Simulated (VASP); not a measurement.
The system is CoO.

```
Co O
1.0
     0.00000    2.12453    2.12453
     2.12453    0.00000    2.12453
     2.12453    2.12453    0.00000
Co O
1 1
Direct
  0.00000 0.00000 0.00000
  0.50000 0.50000 0.50000
```

Base run:

* Program: VASP 6.6.1
* Functional: PBE
* Potentials or basis: VASP PAW PBE potentials, release 64 (Co, O)
* Cutoff: 520 eV
* k mesh: 14 × 14 × 14
* Occupations: gaussian, width 0.05 eV
* Spin: collinear spin, ferromagnetic start
* Starting moments: [2.76, 0.0] μB

Its results: pressure -0.6 GPa.

**Question.** The run is repeated on the same cell with these changes: spin from collinear spin, ferromagnetic start to no spin polarisation; further incar settings from ALGO = Normal; EDIFF = 1e-07; NBANDS = 18 to ALGO = Normal; EDIFF = 1e-06; NBANDS = 14. What comes out?

**Answer.** Pressure -18.9 GPa.

Caveats: a cell with one magnetic atom can't hold antiferromagnetic order, which such compounds often take (some runs); an odd number of electrons without spin polarisation forces a metal (some runs); a magnetic or distorted state may lie lower (some runs).
